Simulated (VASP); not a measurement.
Input of a VASP 6.6.1 run:

The input INCAR:

```
PREC = Accurate ; ENCUT = 600
EDIFF = 1E-6 ; ISMEAR = 0
SIGMA = 0.1 ; LREAL = False
LASPH = True ; NELM = 100
ALGO = Normal ; ISIF = 3
LWAVE = False ; LCHARG = False
GGA = PE ; IBRION = 2
NSW = 90 ; EDIFFG = -0.04
```

The input KPOINTS:

```
regular mesh
0
Gamma
  4 4 4
```

File POSCAR:

```
SiGeTe2S2
1.0
    4.6880568000      0.0000000000      0.0000000000
    0.0000000000      4.6880568000      0.0000000000
    0.0000000000      0.0000000000      5.9613846400
Si Ge Te S
1 1 2 2
Direct
    0.0000000000      0.0000000000      0.0000000000
    0.0000000000      0.0000000000      0.5000000000
    0.5000000000      0.0000000000      0.0000000000
    0.0000000000      0.5000000000      0.0000000000
    0.5000000000      0.5000000000      0.7211725700
    0.5000000000      0.5000000000      0.2788274300
```

Potentials or basis: VASP PAW PBE potentials, release 64 (Si, Ge_d, Te, S).

Run with:

```sh
$ cat potpaw_PBE.64/Si/POTCAR potpaw_PBE.64/Ge_d/POTCAR potpaw_PBE.64/Te/POTCAR potpaw_PBE.64/S/POTCAR > POTCAR
$ mpirun -np 1 vasp_std > vasp.out
```

(1) Estimate the space group after relaxing (to 0.05 Å).

(2) Predict the band gap on the k mesh.

(3) Estimate the relaxed cell.

(4) What does it give for the relaxed volume?

Results:

(1) P4/mmm (No. 123).

(2) zero (band 21 reaches 5.76 eV, above the bottom of band 22 at 4.87 eV).

(3) a = 5.599 Å, b = 5.599 Å, c = 4.966 Å, α = 90.00°, β = 90.00°, γ = 90.00°.

(4) 25.95 Å³/atom.

Caveat: the volume moved by over 15 % at a fixed basis, so the end points are rough; spin-orbit coupling is left out, which moves the levels of the heavy elements.
